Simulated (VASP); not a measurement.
# MgI2 (P-3m1) in VASP: a series of runs

The runs below take MgI2 through electric field gradients, with PBEsol.

Everything below comes from runs of VASP 6.6.1. Logs are shortened: lines on timing, memory, paths and dates and some standing lists are left out, and cuts for length are marked.

### Step 1. The cell of the first run

It takes space group P-3m1 (No. 164, trigonal). The conventional cell has a = 4.140 Å, b = 4.140 Å, c = 6.839 Å, α = 90.00°, β = 90.00°, γ = 120.00°. Mg (site symmetry -3m) has 6 I at 2.91 Å within 3.8 Å. Within 3.8 Å of I (site symmetry 3m) lie 3 Mg at 2.91 Å.

### Step 2. Electric field gradients, PBEsol (33.83 Å³/atom)

INCAR

```
SYSTEM = MgI2
PREC = Accurate ; ENCUT = 520
EDIFF = 1E-8 ; ISMEAR = -1
SIGMA = 0.03 ; LREAL = .False.
LASPH = .True. ; NELM = 80
ALGO = Normal ; ISIF = 2
LWAVE = .False. ; LCHARG = .False.
GGA = PS ; LEFG = .True.
NBANDS = 15
```

KPOINTS

```
Automatic mesh
0
Gamma
  7 7 4
  0 0 0
```

POSCAR

```
MgI2
1.0
    4.1398080440      0.0000000000      0.0000000000
   -2.0699040220      3.5851789328      0.0000000000
    0.0000000000      0.0000000000      6.8390499958
Mg I
1 2
Direct
    0.0000000000      0.0000000000      0.0000000000
    0.3333333333      0.6666666667      0.7576300000
    0.6666666667      0.3333333333      0.2423700000
```

Potentials or basis: VASP PAW PBE potentials, release 64 (Mg, I).

The run is started by

```bash
cat potpaw_PBE.64/Mg/POTCAR potpaw_PBE.64/I/POTCAR > POTCAR
mpirun -np 1 vasp_std > vasp.out
```

OUTCAR:

```text
SYSTEM = MgI2
   PREC = Accurate
   ENCUT = 520
   EDIFF = 1E-8
   ISMEAR = -1
   LREAL = .False.
   LASPH = .True.
   NELM = 80
   ISIF = 2
   GGA = PS

 ion  position               nearest neighbor table
   1  0.000  0.000  0.000-   2 2.91   3 2.91   2 2.91   3 2.91   3 2.91   2 2.91
   2  0.333  0.667  0.758-   1 2.91   1 2.91   1 2.91
   3  0.667  0.333  0.242-   1 2.91   1 2.91   1 2.91

  LATTYP: Found a hexagonal cell.
 ALAT       =     4.1398080440
 C/A-ratio  =     1.6520210413

  Lattice vectors:

 A1 = (   4.1398080440,   0.0000000000,   0.0000000000)
 A2 = (  -2.0699040220,   3.5851789328,   0.0000000000)
 A3 = (   0.0000000000,   0.0000000000,   6.8390499958)

Analysis of symmetry for initial positions (statically):
=====================================================================
 Subroutine PRICEL returns:
 Original cell was already a primitive cell.

 Routine SETGRP: Setting up the symmetry group for a
 hexagonal supercell.

 Subroutine GETGRP returns: Found 12 space group operations
 (whereof 12 operations were pure point group operations)
 out of a pool of 24 trial point group operations.

The static configuration has the point symmetry D_3d.

Analysis of symmetry for dynamics (positions and initial velocities):
=====================================================================
 Subroutine PRICEL returns:
 Original cell was already a primitive cell.

 Routine SETGRP: Setting up the symmetry group for a
 hexagonal supercell.

 Subroutine GETGRP returns: Found 12 space group operations
 (whereof 12 operations were pure point group operations)
 out of a pool of 24 trial point group operations.

The dynamic configuration has the point symmetry D_3d.

 Subroutine INISYM returns: Found 12 space group operations
 (whereof 12 operations are pure point group operations),
 and found     1 'primitive' translations

----------------------------------------------------------------------------------------

                                     Primitive cell

  volume of cell :     101.5049

  direct lattice vectors                    reciprocal lattice vectors
     4.139808044  0.000000000  0.000000000     0.241557094  0.139463053  0.000000000
    -2.069904022  3.585178933  0.000000000     0.000000000  0.278926106  0.000000000
     0.000000000  0.000000000  6.839049996     0.000000000  0.000000000  0.146219139

  length of vectors
     4.139808044  4.139808044  6.839049996     0.278926106  0.278926106  0.146219139

  position of ions in fractional coordinates (direct lattice)
     0.000000000  0.000000000  0.000000000
     0.333333333  0.666666667  0.757630000
     0.666666667  0.333333333  0.242370000

  ion indices of the primitive-cell ions
   primitive index   ion index
                 1           1
                 2           2
                 3           3

----------------------------------------------------------------------------------------

 KPOINTS: Automatic mesh

Automatic generation of k-mesh.
 Grid dimensions read from file:
 generate k-points for:    7    7    4

 Generating k-lattice:

  Cartesian coordinates                     Fractional coordinates (reciprocal lattice)
     0.034508156  0.019923293  0.000000000     0.142857143  0.000000000  0.000000000
     0.000000000  0.039846587  0.000000000     0.000000000  0.142857143  0.000000000
     0.000000000  0.000000000  0.036554785     0.000000000  0.000000000  0.250000000

  Length of vectors
     0.039846587  0.039846587  0.036554785

  Shift w.r.t. Gamma in fractional coordinates (k-lattice)
     0.000000000  0.000000000  0.000000000

 Subroutine IBZKPT returns following result:
 ===========================================

 Found     28 irreducible k-points:

 Following reciprocal coordinates:
            Coordinates               Weight
  0.000000  0.000000  0.000000      1.000000
  0.142857  0.000000  0.000000      6.000000
  0.285714  0.000000  0.000000      6.000000
  0.428571  0.000000  0.000000      6.000000
  0.142857  0.142857  0.000000      6.000000
  0.285714  0.142857  0.000000     12.000000
[... 16 lines left out ...]
  0.285714  0.000000  0.500000      6.000000
  0.428571  0.000000  0.500000      6.000000
 [... further k-points ...]
   k-points           NKPTS =     28   k-points in BZ     NKDIM =     28   number of bands    NBANDS=     15
   number of dos      NEDOS =    301   number of ions     NIONS =      3
   total plane-waves  NPLWV =  55296
   dimension x,y,z NGX =    32 NGY =   32 NGZ =   54
   dimension x,y,z NGXF=    64 NGYF=   64 NGZF=  108
   ions per type =               1   2
   NGX,Y,Z   is equivalent  to a cutoff of  12.85, 12.85, 13.13 a.u.
   NGXF,Y,Z  is equivalent  to a cutoff of  25.70, 25.70, 26.25 a.u.
 SYSTEM =  MgI2
   PREC   = accura    normal or accurate (medium, high low for compatibility)
   ISTART =      0    job   : 0-new  1-cont  2-samecut
   ICHARG =      2    charge: 1-file 2-atom 10-const
   ISPIN  =      1    spin polarized calculation?
   LNONCOLLINEAR =      F non collinear calculations
   LSORBIT =      F    spin-orbit coupling
   LASPH  =      T    aspherical Exc in radial PAW
   ENCUT  =  520.0 eV  38.22 Ry    6.18 a.u.   7.70  7.70 12.72*2*pi/ulx,y,z
   NELM   =     80;   NELMIN=  2; NELMDL= -5     # of ELM steps
   EDIFF  = 0.1E-07   stopping-criterion for ELM
   LREAL  =      F    real-space projection
   EDIFFG = 0.1E-06   stopping-criterion for IOM
   NSW    =      0    number of steps for IOM
   IBRION =     -1    ionic relax: 0-MD 1-quasi-New 2-CG
   NFREE  =      0    steps in history (QN), initial steepest desc. (CG)
   ISIF   =      2    stress and relaxation
   ISYM   =      2    0-nonsym 1-usesym 2-fastsym
   POTIM  = 0.5000    time-step for ionic-motion
   TEBEG  =    0.0;   TEEND  =   0.0 temperature during run
   PSTRESS=    0.0 pullay stress
   NELECT =      16.0000    total number of electrons
   NUPDOWN=      -1.0000    fix difference up-down
   EMIN   =  10.00;   EMAX   =-10.00  energy-range for DOS
   EFERMI =   0.00;   METHOD = LEGACY
   ISMEAR =    -1;   SIGMA  =   0.03  broadening in eV -4-tet -1-fermi 0-gaus
   EFERMI_NEDOS =   21; number of points for ismear=-14 and -15
   IALGO  =     38    algorithm
   IMIX   =      4    mixing-type and parameters
     AMIX     =   0.40;   BMIX     =  1.00
     AMIX_MAG =   1.60;   BMIX_MAG =  1.00
  volume/ion in A,a.u.               =      33.83       228.33
  Fermi-wavevector in a.u.,A,eV,Ry     =   0.884340  1.671160 10.640532  0.782057
  Thomas-Fermi vector in A             =   2.005227
   LORBIT       =      0    0 simple, 1 ext, 2 COOP (PROOUT), +10 PAW based schemes
   GGA     = PS    functional components
   LHFCALC =     F    Hartree Fock is set to
   AEXX    =    0.0000 exact exchange contribution
   IVDW    =     0    specifies the selected vdW correction
   LEPSILON=     F    determine dielectric tensor
   LRPA    =     F    only Hartree local field effects (RPA)
 non-spin polarized calculation
  energy-cutoff  :      520.00
  volume of cell :      101.50
 maximum number of plane-waves:      2754
 NGX is ok and might be reduce to    32
   NGX = 15   NGY = 15   NGZ = 25

 number of electron      16.0000001 magnetization

 Free energy of the ion-electron system (eV)
  ---------------------------------------------------
  ext. energy  EPLUGINS =         0.00000000
  ---------------------------------------------------
  free energy    TOTEN  =        -8.42060645 eV

  energy without entropy =       -8.42060645  energy(sigma->0) =       -8.42060645

 E-fermi :   2.9561     XC(G=0):  -8.4160

 val. band max:        2.3308385250   @ k =   0.0000   0.0000   0.0000
 cond. band min:       5.7984486354   @ k =   0.4286   0.0000   0.2500
 fundamental gap:      3.4676101104
 Fermi energy:         2.9561146685

 k-point     1 :       0.0000    0.0000    0.0000
  band No.  band energies     occupation
      1      -9.8508      2.00000
      2      -9.1117      2.00000
      3      -1.3118      2.00000
      4       1.8401      2.00000
      5       1.8401      2.00000
      6       2.2377      2.00000
      7       2.2377      2.00000
      8       2.3308      2.00000
      9       5.9402      0.00000
     10       6.9532      0.00000
     11       8.9588      0.00000
     12       8.9588      0.00000
     13       9.7055      0.00000
     14      10.3917      0.00000
     15      10.3917      0.00000

 k-point     2 :       0.1429    0.0000    0.0000
  band No.  band energies     occupation
      1      -9.7426      2.00000
      2      -9.0561      2.00000
      3      -1.1628      2.00000
      4       1.0379      2.00000
      5       1.5348      2.00000
      6       1.5892      2.00000
      7       2.2021      2.00000
      8       2.2569      2.00000
      9       6.7177      0.00000
     10       7.5842      0.00000
     11       8.3540      0.00000
     12       9.2652      0.00000
     13       9.5856      0.00000
     14      10.2682      0.00000
     15      10.6932      0.00000

 k-point     3 :       0.2857    0.0000    0.0000
  band No.  band energies     occupation
      1      -9.4648      2.00000
      2      -8.9403      2.00000
      3      -0.8738      2.00000
      4      -0.1790      2.00000
      5       0.5022      2.00000
      6       1.1801      2.00000
      7       1.9738      2.00000
      8       2.0272      2.00000
      9       6.5669      0.00000
     10       7.7062      0.00000
     11       8.3895      0.00000
     12       9.4274      0.00000
     13       9.6354      0.00000
     14      10.5384      0.00000
     15      11.1545      0.00000
[... 343 lines left out ...]
 k-point    23 :       0.2857    0.0000    0.5000
  band No.  band energies     occupation
      1      -9.3425      2.00000
      2      -9.0849      2.00000
      3      -0.7961      2.00000
      4      -0.2485      2.00000
      5       1.0951      2.00000
      6       1.3417      2.00000
      7       1.3679      2.00000
      8       1.8090      2.00000
      9       6.4208      0.00000
     10       7.7202      0.00000
     11       8.6176      0.00000
     12       9.1824      0.00000
     13       9.8394      0.00000
     14      10.8993      0.00000
     15      11.2519      0.00000

 k-point    24 :       0.4286    0.0000    0.5000
  band No.  band energies     occupation
      1      -9.0962      2.00000
      2      -8.9646      2.00000
      3      -1.3765      2.00000
      4      -0.8948      2.00000
      5       1.0943      2.00000
      6       1.1281      2.00000
      7       1.4745      2.00000
      8       1.6205      2.00000
      9       5.8860      0.00000
     10       7.3999      0.00000
     11       8.0263      0.00000
     12       8.3929      0.00000
     13      10.0230      0.00000
     14      12.0890      0.00000
     15      12.3403      0.00000

 [... further k-points ...]

------------------------ aborting loop because EDIFF is reached ----------------------------------------

  FORCE on cell =-STRESS in cart. coord.  units (eV):
  Direction    XX          YY          ZZ          XY          YZ          ZX
  --------------------------------------------------------------------------------------
  -------------------------------------------------------------------------------------
  Total       -0.0211970     -0.0211970      0.2234782      0.0000000      0.0000000      0.0000000
  in kB       -0.3345785     -0.3345785      3.5274345      0.0000000      0.0000000      0.0000000
  external PRESSURE =       0.9527592 kB  Pullay stress =       0.0000000 kB

 VOLUME and BASIS-vectors are now :
 -----------------------------------------------------------------------------
  energy-cutoff  :      520.00
  volume of cell :      101.50
      direct lattice vectors                 reciprocal lattice vectors
     4.139808044  0.000000000  0.000000000     0.241557094  0.139463053  0.000000000
    -2.069904022  3.585178933  0.000000000     0.000000000  0.278926106  0.000000000
     0.000000000  0.000000000  6.839049996     0.000000000  0.000000000  0.146219139

 POSITION                                       TOTAL-FORCE (eV/Angst)
 -----------------------------------------------------------------------------------
      0.00000      0.00000      0.00000         0.000000      0.000000      0.000000
     -0.00000      2.39012      5.18147         0.000000     -0.000000     -0.010400
      2.06990      1.19506      1.65758        -0.000000      0.000000      0.010400
 -----------------------------------------------------------------------------------
    total drift:                               -0.000000      0.000000     -0.000000

  FREE ENERGIE OF THE ION-ELECTRON SYSTEM (eV)
  ---------------------------------------------------
  free  energy   TOTEN  =        -8.4206064529 eV

  energy  without entropy=       -8.4206064529  energy(sigma->0) =       -8.42060645

 Electric field gradients (V/A^2)
---------------------------------------------------------------------
 ion       V_xx      V_yy      V_zz      V_xy      V_xz      V_yz
---------------------------------------------------------------------
   1      -0.128    -0.128     0.257    -0.000    -0.000     0.000
   2      24.496    24.496   -48.992    -0.000     0.000    -0.000
   3      24.496    24.496   -48.992    -0.000     0.000    -0.000
---------------------------------------------------------------------

 Electric field gradients after diagonalization (V/A^2)
 (convention: |V_zz| > |V_xx| > |V_yy|)
----------------------------------------------------------------------
 ion       V_xx      V_yy      V_zz     asymmetry (V_yy - V_xx)/ V_zz
----------------------------------------------------------------------
   1      -0.128    -0.128     0.257       0.000
   2      24.496    24.496   -48.992       0.000
   3      24.496    24.496   -48.992       0.000
----------------------------------------------------------------------

           NMR quadrupolar parameters

 Cq : quadrupolar parameter    Cq=e*Q*V_zz/h
 eta: asymmetry parameters     (V_yy - V_xx)/ V_zz
 Q  : nuclear electric quadrupole moment in mb (millibarn)
----------------------------------------------------------------------
 ion       Cq(MHz)       eta       Q (mb)
----------------------------------------------------------------------
   1       0.001       0.000       1.000
   2      -0.118       0.000       1.000
   3      -0.118       0.000       1.000
----------------------------------------------------------------------
```

Wall time 69 s (1 thread of Intel Xeon 8259CL, shared host); peak memory 0.24 GiB.

Results:

```
Free energy                             : -8.4206 eV
Pressure                                : 0.1 GPa
Largest force                           : 0.010 eV/Å
Band gap on the k mesh                  : 3.47 eV (least direct gap 3.61 eV)
Largest electric field gradient by atom : Mg +0.3; I -49.0 V/Å²
```

Forces on the atoms (eV/Å):
```
Mg   0.000  0.000  0.000
I    0.000  0.000 -0.010
I    0.000  0.000  0.010
```

Electric field gradients, principal values (V/Å²):
```csv
atom,least,middle,greatest (by size)
1 Mg,-0.128,-0.128,0.257
2 I,24.496,24.496,-48.992
3 I,24.496,24.496,-48.992
```

Caveat: without QUAD_EFG the Cq values of the log hold for a quadrupole moment of 1 mb, not for the nuclei; the PAW data sets were made with another functional, which shifts forces and pressure a little; spin-orbit coupling is left out, which moves the levels of the heavy elements; an odd mesh through Γ misses points on the zone boundary, where band edges can lie; this functional lacks dispersion, which binds the layers, so the pressure and a relaxed spacing across them are unreliable.

(Part 1 of 3 ends here.)
